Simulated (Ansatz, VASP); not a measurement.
# SiC: VASP beside Ansatz

File INCAR:

```
SYSTEM = SiC
PREC = Accurate ; ENCUT = 520
EDIFF = 1E-8 ; ISMEAR = -1
SIGMA = 0.05 ; LREAL = .False.
LASPH = .True. ; NELM = 60
ALGO = Normal ; ISIF = 2
LWAVE = .False. ; LCHARG = .False.
GGA = PE ; LEFG = .True.
NBANDS = 11
```

KPOINTS

```
Automatic mesh
0
Gamma
  16 16 16
  0 0 0
```

POSCAR

```
SiC
1.0
    0.0000000000      2.1371454226      2.1371454226
    2.1371454226      0.0000000000      2.1371454226
    2.1371454226      2.1371454226      0.0000000000
Si C
1 1
Direct
    0.0000000000      0.0000000000      0.0000000000
    0.7500000000      0.7500000000      0.7500000000
```

Input for Ansatz:

```yaml
crystal:
  lattice:
    - [0.0, 2.1371454226, 2.1371454226]
    - [2.1371454226, 0.0, 2.1371454226]
    - [2.1371454226, 2.1371454226, 0.0]
  atoms:
    - { symbol: Si, position: [0.0, 0.0, 0.0] }
    - { symbol: C, position: [0.75, 0.75, 0.75] }
kpoints:
  mp_grid: { grid: [16, 16, 16] }
scf:
  occupations: { method: fermi_dirac, width: 0.05 }
hamiltonian:
  xc: pbe
  pseudopotentials: { kind: paw }
output:
  forces: true
  stress: true
  eigenvalues: true
  efg: { contact_densities: true }
```

Change from the starting cell: volume scaled by 0.95, PAW files.

Alike in both runs: task electric field gradients; functional PBE; k mesh 16 × 16 × 16; occupations fermi-dirac, width 0.05 eV; no spin polarisation.

|  | VASP | Ansatz |
| --- | --- | --- |
| version | VASP 6.6.1 | Ansatz 0.2.0 |
| potentials or method | VASP PAW PBE potentials, release 64 (Si, C) | PAW with Ansatz's default frozen-core files, scalar-relativistic |
| plane-wave cutoff (eV) | 520 | 420 |
| valence electrons in the cell | 8 | 8 |

VASP gave:

* pressure (GPa): 17.8

Q: Which values does Ansatz return?

A: Pressure (GPa): 17.9.
